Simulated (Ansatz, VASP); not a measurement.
ZnAu in VASP and in Ansatz

POSCAR

```
ZnAu
1.0
    3.1872816000      0.0000000000      0.0000000000
    0.0000000000      3.1872816000      0.0000000000
    0.0000000000      0.0000000000      3.1872816000
Zn Au
1 1
Direct
    0.5000000000      0.5000000000      0.5000000000
    0.0000000000      0.0000000000      0.0000000000
```

The input INCAR.step1:

```
PREC     = Accurate       # precision mode
ENCUT    = 520            # plane-wave cutoff, eV
ISMEAR   = 0              # smearing method
SIGMA    = 0.1            # smearing width, eV
LREAL    = F              # projectors in reciprocal space
LASPH    = T              # aspherical terms in the spheres
NELM     = 100            # most SCF steps
NBANDS   = 18             # bands
GGA      = PE             # functional
ALGO     = Normal         # electronic algorithm
EDIFF    = 1E-4           # SCF threshold, eV
LWAVE    = T              # write WAVECAR
LCHARG   = F              # write CHGCAR
```

INCAR.step2

```
PREC     = Accurate       # precision mode
ENCUT    = 520            # plane-wave cutoff, eV
EDIFF    = 1E-6           # SCF threshold, eV
ISMEAR   = 0              # smearing method
SIGMA    = 0.1            # smearing width, eV
LREAL    = F              # projectors in reciprocal space
LASPH    = T              # aspherical terms in the spheres
NELM     = 100            # most SCF steps
ALGO     = Normal         # electronic algorithm
ISIF     = 2              # what is computed and relaxed
LWAVE    = F              # write WAVECAR
LCHARG   = F              # write CHGCAR
METAGGA  = R2SCAN         # meta-GGA
LMIXTAU  = T            
NBANDS   = 18             # bands
ISTART   = 1
```

The input KPOINTS:

```
regular mesh
0
Gamma
  14 14 14
```

Input for Ansatz:

```yaml
crystal:
  lattice:
    - [3.1872816, 0.0, 0.0]
    - [0.0, 3.1872816, 0.0]
    - [0.0, 0.0, 3.1872816]
  atoms:
    - { symbol: Zn, position: [0.5, 0.5, 0.5] }
    - { symbol: Au, position: [0.0, 0.0, 0.0] }
basis:
  ecutwfc: 500
kpoints:
  mp_grid: { grid: [14, 14, 14] }
hamiltonian:
  xc: r2scan
scf:
  occupations: { method: gaussian, width: 0.1 }
output:
  forces: true
  stress: true
  eigenvalues: true
```

Alike in both runs: task single point; functional r2SCAN; k mesh 14 × 14 × 14; occupations gaussian, width 0.1 eV; no spin polarisation.

|  | VASP | Ansatz |
| --- | --- | --- |
| version | VASP 6.6.1 | Ansatz 0.2.0 |
| potentials or method | VASP PAW PBE potentials, release 64 (Zn, Au), cutoff 520 eV | scalar-relativistic, plane waves, PAW |
| valence electrons in the cell | 23 | 31 |

VASP gave:

| Item | Value |
| --- | --- |
| gap on the k mesh at the Fermi level (eV) | none |
| pressure (GPa) | -4.2 |

What did Ansatz give for the same quantities?

gap on the k mesh at the Fermi level (eV): none; pressure (GPa): -4.5.

VASP's potentials were made for PBE, not for r2SCAN. A gap of «none» marks a metal or a gap that the smearing closes. VASP's potentials hold 23 valence electrons a cell and Ansatz's 31, so a difference there can come from the potentials and not from the codes.

Spin-orbit coupling is off throughout.
